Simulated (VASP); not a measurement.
Input of a VASP 6.6.1 run:

File INCAR:

```
SYSTEM = S
PREC = Accurate
ENCUT = 600
EDIFF = 1E-7
ISMEAR = -1
SIGMA = 0.08
LREAL = .False.
LASPH = .True.
NELM = 80
ALGO = Normal
ISIF = 3
LWAVE = .False.
LCHARG = .False.
GGA = PE
IBRION = 2
NSW = 32
EDIFFG = -0.005
PSTRESS = 2000.0
```

File KPOINTS:

```
Automatic mesh
0
Gamma
  20 20 20
  0 0 0
```

File POSCAR:

```
S
1.0
    0.0000000000      1.5966549456      1.5966549456
    1.5966549456      0.0000000000      1.5966549456
    1.5966549456      1.5966549456      0.0000000000
S
1
Direct
    0.0000000000      0.0000000000      0.0000000000
```

Potentials or basis: VASP PAW PBE potentials, release 64 (S).

Launch:

```sh
$ cat potpaw_PBE.64/S/POTCAR > POTCAR
$ mpirun -np 1 vasp_std > vasp.out
```

Task: Estimate the band gap on the k mesh.

Result: Zero (band 3 reaches 29.14 eV, above the bottom of band 4 at 12.99 eV).

Task: What does it give for the relaxed volume?

Result: 8.11 Å³/atom.

The path:
| step | energy change (eV) | largest force (eV/Å) | pressure (GPa) | volume (Å³) |
| --- | --- | --- | --- | --- |
| 1 | 0.0000 | 0.0000 | 197.27 | 8.14 |
| 2 | 0.2067 | 0.0000 | 211.23 | 7.98 |
| 3 | 0.0403 | 0.0000 | 199.98 | 8.11 |

Caveat: the cell is relaxed towards a set pressure, so the enthalpy falls and the energy may rise.
